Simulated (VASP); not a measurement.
# Cd (Im-3m) in VASP: notebook

Runs on Cd. Level: r2SCAN. Tasks: single point.

Everything below comes from runs of VASP 6.6.1. Logs are shortened: lines on timing, memory, paths and dates and some standing lists are left out, and cuts for length are marked.

## 1. The cell of the first run

Symmetry: Im-3m, No. 229, cubic system. Conventional cell: a = 3.569 Å, b = 3.569 Å, c = 3.569 Å, α = 90.00°, β = 90.00°, γ = 90.00°. Within 4.1 Å of Cd (site symmetry m-3m) lie 14 Cd at 3.09 to 3.57 Å.

This isn't the form of Cd at room conditions, which is hcp.

## 2. Single point, r2SCAN

POSCAR

```
Cd
1.0
   -1.7843220000      1.7843220000      1.7843220000
    1.7843220000     -1.7843220000      1.7843220000
    1.7843220000      1.7843220000     -1.7843220000
Cd
1
Direct
    0.0000000000      0.0000000000      0.0000000000
```

INCAR.step1

```
SYSTEM = Cd
  ALGO = Normal
  EDIFF = 1E-4
  ENCUT = 520
  GGA = PE
  ISMEAR = 0
  LASPH = .True.
  LCHARG = .False.
  LREAL = .False.
  LWAVE = .True.
  NBANDS = 12
  NELM = 100
  PREC = Accurate
  SIGMA = 0.15
```

INCAR.step2

```
SYSTEM = Cd
  ALGO = Normal
  EDIFF = 1E-6
  ENCUT = 520
  ISIF = 2
  ISMEAR = 0
  ISTART = 1
  LASPH = .True.
  LCHARG = .False.
  LMIXTAU = .True.
  LREAL = .False.
  LWAVE = .False.
  METAGGA = R2SCAN
  NBANDS = 12
  NELM = 100
  PREC = Accurate
  SIGMA = 0.15
```

KPOINTS

```
k-points
0
Gamma
  18 18 18
  0 0 0
```

Potentials or basis: VASP PAW PBE potentials, release 64 (Cd).

Launch:

```
$ cat potpaw_PBE.64/Cd/POTCAR > POTCAR
$ cp INCAR.step1 INCAR
$ mpirun -np 1 vasp_std > vasp.out
$ cp INCAR.step2 INCAR
$ mpirun -np 1 vasp_std > vasp.out
```

OUTCAR:

```text
SYSTEM = Cd
   EDIFF = 1E-6
   ENCUT = 520
   ISIF = 2
   ISMEAR = 0
   ISTART = 1
   LASPH = .True.
   LREAL = .False.
   METAGGA = R2SCAN
   NELM = 100
   PREC = Accurate

 ion  position               nearest neighbor table
   1  0.000  0.000  0.000-

  LATTYP: Found a body centered cubic cell.
 ALAT       =     3.5686440000

  Lattice vectors:

 A1 = (  -1.7843220000,   1.7843220000,   1.7843220000)
 A2 = (   1.7843220000,  -1.7843220000,   1.7843220000)
 A3 = (   1.7843220000,   1.7843220000,  -1.7843220000)

Analysis of symmetry for initial positions (statically):
=====================================================================
 Subroutine PRICEL returns:
 Original cell was already a primitive cell.

 Routine SETGRP: Setting up the symmetry group for a
 body centered cubic supercell.

 Subroutine GETGRP returns: Found 48 space group operations
 (whereof 48 operations were pure point group operations)
 out of a pool of 48 trial point group operations.

The static configuration has the point symmetry O_h .

Analysis of symmetry for dynamics (positions and initial velocities):
=====================================================================
 Subroutine PRICEL returns:
 Original cell was already a primitive cell.

 Routine SETGRP: Setting up the symmetry group for a
 body centered cubic supercell.

 Subroutine GETGRP returns: Found 48 space group operations
 (whereof 48 operations were pure point group operations)
 out of a pool of 48 trial point group operations.

The dynamic configuration has the point symmetry O_h .

 Subroutine INISYM returns: Found 48 space group operations
 (whereof 48 operations are pure point group operations),
 and found     1 'primitive' translations

----------------------------------------------------------------------------------------

                                     Primitive cell

  volume of cell :      22.7237

  direct lattice vectors                    reciprocal lattice vectors
    -1.784322000  1.784322000  1.784322000     0.000000000  0.280218481  0.280218481
     1.784322000 -1.784322000  1.784322000     0.280218481  0.000000000  0.280218481
     1.784322000  1.784322000 -1.784322000     0.280218481  0.280218481  0.000000000

  length of vectors
     3.090536361  3.090536361  3.090536361     0.396288776  0.396288776  0.396288776

  position of ions in fractional coordinates (direct lattice)
     0.000000000  0.000000000  0.000000000
[... 76 lines left out ...]
   EDIFF  = 0.1E-05   stopping-criterion for ELM
   LREAL  =      F    real-space projection
   EDIFFG = 0.1E-04   stopping-criterion for IOM
   NSW    =      0    number of steps for IOM
   IBRION =     -1    ionic relax: 0-MD 1-quasi-New 2-CG
   NFREE  =      0    steps in history (QN), initial steepest desc. (CG)
   ISIF   =      2    stress and relaxation
   ISYM   =      2    0-nonsym 1-usesym 2-fastsym
   POTIM  = 0.5000    time-step for ionic-motion
   TEBEG  =    0.0;   TEEND  =   0.0 temperature during run
   PSTRESS=    0.0 pullay stress
   NELECT =      12.0000    total number of electrons
   NUPDOWN=      -1.0000    fix difference up-down
   EMIN   =  10.00;   EMAX   =-10.00  energy-range for DOS
   EFERMI =   0.00;   METHOD = LEGACY
   ISMEAR =     0;   SIGMA  =   0.15  broadening in eV -4-tet -1-fermi 0-gaus
   EFERMI_NEDOS =   21; number of points for ismear=-14 and -15
   IALGO  =     38    algorithm
   IMIX   =      4    mixing-type and parameters
     AMIX     =   0.40;   BMIX     =  1.00
     AMIX_MAG =   1.60;   BMIX_MAG =  1.00
  volume/ion in A,a.u.               =      22.72       153.35
  Fermi-wavevector in a.u.,A,eV,Ry     =   1.323250  2.500581 23.823686  1.750992
  Thomas-Fermi vector in A             =   2.452872
   LORBIT       =      0    0 simple, 1 ext, 2 COOP (PROOUT), +10 PAW based schemes
   METAGGA = R2SCAN    functional components
   LHFCALC =     F    Hartree Fock is set to
   AEXX    =    0.0000 exact exchange contribution
   IVDW    =     0    specifies the selected vdW correction
   LEPSILON=     F    determine dielectric tensor
   LRPA    =     F    only Hartree local field effects (RPA)
 non-spin polarized calculation
 Gauss-broadening in eV      SIGMA  =   0.15
  energy-cutoff  :      520.00
  volume of cell :       22.72
 maximum number of plane-waves:       627
   NGX = 11   NGY = 11   NGZ = 11

 number of electron      12.0000007 magnetization

 Free energy of the ion-electron system (eV)
  ---------------------------------------------------
  ext. energy  EPLUGINS =         0.00000000
  ---------------------------------------------------
  free energy    TOTEN  =       -20.01237430 eV

  energy without entropy =      -20.00783318  energy(sigma->0) =      -20.01010374

 E-fermi :   2.6146     XC(G=0): -11.5422

 val. band max:        2.5357816963   @ k =   0.3889   0.1667   0.0000
 cond. band min:       2.6159054755   @ k =  -0.3889  -0.3889   0.0556
 fundamental gap:      0.0801237792
 Fermi energy:         2.6146186768

 k-point     1 :       0.0000    0.0000    0.0000
  band No.  band energies     occupation
      1      -7.0438      2.00000
      2      -7.0438      2.00000
      3      -7.0438      2.00000
      4      -6.4284      2.00000
      5      -6.4284      2.00000
      6      -6.3177      2.00000
      7      18.6329      0.00000
      8      18.6329      0.00000
      9      18.6330      0.00000
     10      19.2640      0.00000
     11      19.2643      0.00000
     12      19.2643      0.00000
[... 331 lines left out ...]
 k-point    24 :       0.3889    0.1111    0.0000
  band No.  band energies     occupation
      1      -7.3690      2.00000
      2      -7.2882      2.00000
      3      -6.4788      2.00000
      4      -6.4484      2.00000
      5      -6.1352      2.00000
      6      -0.2315      2.00000
      7       3.0544      0.00003
      8      10.2042      0.00000
      9      12.6478      0.00000
     10      17.2955      0.00000
     11      19.6250      0.00000
     12      22.7776      0.00000

 [... further k-points ...]
[... 5 lines left out ...]
  --------------------------------------------------------------------------------------
  -------------------------------------------------------------------------------------
  Total       -0.1481020     -0.1481020     -0.1481020      0.0000000      0.0000000     -0.0000000
  in kB      -10.4421940    -10.4421940    -10.4421940      0.0000000      0.0000000     -0.0000000
  external PRESSURE =     -10.4421940 kB  Pullay stress =       0.0000000 kB

 VOLUME and BASIS-vectors are now :
 -----------------------------------------------------------------------------
  energy-cutoff  :      520.00
  volume of cell :       22.72
      direct lattice vectors                 reciprocal lattice vectors
    -1.784322000  1.784322000  1.784322000     0.000000000  0.280218481  0.280218481
     1.784322000 -1.784322000  1.784322000     0.280218481  0.000000000  0.280218481
     1.784322000  1.784322000 -1.784322000     0.280218481  0.280218481  0.000000000

 POSITION                                       TOTAL-FORCE (eV/Angst)
 -----------------------------------------------------------------------------------
      0.00000      0.00000      0.00000         0.000000     -0.000000      0.000000
 -----------------------------------------------------------------------------------
    total drift:                               -0.000000      0.000000     -0.000000

  FREE ENERGIE OF THE ION-ELECTRON SYSTEM (eV)
  ---------------------------------------------------
  free  energy   TOTEN  =       -20.0123743018 eV

  energy  without entropy=      -20.0078331822  energy(sigma->0) =      -20.01010374
```

OSZICAR.step1:

```text
N       E                     dE             d eps       ncg     rms          rms(c)
DAV:   1     0.714160736330E+02    0.71416E+02   -0.69635E+03  5016   0.990E+02
DAV:   2     0.615787729645E+00   -0.70800E+02   -0.67524E+02  5144   0.238E+02
DAV:   3    -0.726527353985E+00   -0.13423E+01   -0.13410E+01  5460   0.367E+01
DAV:   4    -0.728232260430E+00   -0.17049E-02   -0.17049E-02  5208   0.129E+00
DAV:   5    -0.728236121365E+00   -0.38609E-05   -0.38611E-05  4104   0.627E-02    0.285E+00
DAV:   6    -0.689569164850E+00    0.38667E-01   -0.10557E-01  5348   0.406E+00    0.231E+00
DAV:   7    -0.687771189959E+00    0.17980E-02   -0.99144E-03  5212   0.102E+00    0.114E+00
DAV:   8    -0.687966701583E+00   -0.19551E-03   -0.13147E-03  4868   0.493E-01    0.578E-02
DAV:   9    -0.687998827750E+00   -0.32126E-04   -0.12889E-05  2532   0.363E-02
   1 F= -.68799883E+00 E0= -.68553126E+00  d E =-.493513E-02
```

Wall time 84 s (1 thread of Intel Xeon 8259CL, shared host); peak memory 0.18 GiB.

What came out:

* Free energy: -20.0124 eV
* Pressure: -1.0 GPa
* Band gap on the k mesh: zero (bands 6 and 7 overlap by 4.55 eV)

Caveat: the PAW data sets were made with another functional, which shifts forces and pressure a little.

## 3. Single point, r2SCAN

POSCAR is that of step 2.

INCAR.step1

```
ALGO     = Normal         # electronic algorithm
EDIFF    = 1E-4           # SCF threshold, eV
ENCUT    = 520            # plane-wave cutoff, eV
GGA      = PE             # functional
ISMEAR   = 0              # smearing method
LASPH    = True           # aspherical terms in the spheres
LCHARG   = False          # write CHGCAR
LREAL    = False          # projectors in reciprocal space
LWAVE    = True           # write WAVECAR
NBANDS   = 12             # bands
NELM     = 100            # most SCF steps
PREC     = Accurate       # precision mode
SIGMA    = 0.15           # smearing width, eV
```

INCAR.step2

```
ALGO     = Normal         # electronic algorithm
EDIFF    = 1E-6           # SCF threshold, eV
ENCUT    = 520            # plane-wave cutoff, eV
ISIF     = 2              # what is computed and relaxed
ISMEAR   = 0              # smearing method
ISTART   = 1            
LASPH    = True           # aspherical terms in the spheres
LCHARG   = True           # write CHGCAR
LELF     = True           # ELF
LMIXTAU  = True         
LREAL    = False          # projectors in reciprocal space
LVHAR    = True         
LWAVE    = False          # write WAVECAR
METAGGA  = R2SCAN         # meta-GGA
NBANDS   = 12             # bands
NELM     = 100            # most SCF steps
PREC     = Accurate       # precision mode
SIGMA    = 0.15           # smearing width, eV
```

KPOINTS

```
k-points
0
Gamma
  20 20 20
```

Potentials or basis: VASP PAW PBE potentials, release 64 (Cd).

Launch:

```
$ cat potpaw_PBE.64/Cd/POTCAR > POTCAR
$ cp INCAR.step1 INCAR
$ mpirun -np 1 vasp_std > vasp.out
$ cp INCAR.step2 INCAR
$ mpirun -np 1 vasp_std > vasp.out
```

Run time: 1.8 min. Hardware: 1 thread of Intel Xeon 8259CL, shared host; peak memory 0.19 GiB.

Results (log left out):

* Free energy: -20.0146 eV
* Pressure: -1.0 GPa
* Band gap on the k mesh: zero (bands 6 and 7 overlap by 4.55 eV)

Levels at points of the mesh, in eV from the Fermi level:
```csv
k point,band 4,band 5,band 6,band 7,band 8,band 9
"(0.00, 0.00, 0.00)",-9.07,-9.07,-8.96,15.99,15.99,15.99
"(0.50, 0.00, 0.00)",-9.05,-8.66,-2.15,-1.01,9.61,10.34
"(0.50, 0.50, 0.50)",-8.76,-8.76,3.54,3.54,3.54,5.86
```

Caveat: the PAW data sets were made with another functional, which shifts forces and pressure a little.

The gap in the log of VASP goes by the Fermi energy; the results here count the filled bands.